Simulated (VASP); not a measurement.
MgO, 2 atoms in the cell. It takes space group I4/mmm (No. 139, tetragonal). Conventional cell: a = 2.973 Å, b = 2.973 Å, c = 4.246 Å, α = 90.00°, β = 90.00°, γ = 90.00°. Within 2.8 Å of Mg (site symmetry 4/mmm) lie 6 O at 2.10 to 2.12 Å. O (site symmetry 4/mmm) has 6 Mg at 2.10 to 2.12 Å within 2.8 Å.  This cell differs from its parent crystal: uniaxial z strain +1.0%.

```yaml
Program: VASP 6.6.1
Task: single point
Functional: PBE
Potentials_or_basis: VASP PAW PBE potentials, release 64 (Mg, O)
Cutoff: 520 eV
k_mesh: 10 × 10 × 10
Occupations: fermi-dirac, width 0.02 eV
Spin: no spin polarisation
Dipole_correction: no
Further_INCAR_settings: ALGO = Normal; EDIFF = 1e-06; NBANDS = 11
```

Potentials or basis: VASP PAW PBE potentials, release 64 (Mg, O).

Launch:

```bash
$ cat potpaw_PBE.64/Mg/POTCAR potpaw_PBE.64/O/POTCAR > POTCAR
$ mpirun -np 1 vasp_std > vasp.out
```

Hardware: 1 thread of Intel(R) Xeon(R) Platinum 8559C (Emerald Rapids) (shared host).

How long does it take, and how much memory?

Run time: 7.9 s on 1 thread of Intel(R) Xeon(R) Platinum 8559C (Emerald Rapids), on a shared host, peak memory 0.15 GiB. Counts: scf iterations 12, k points 102.
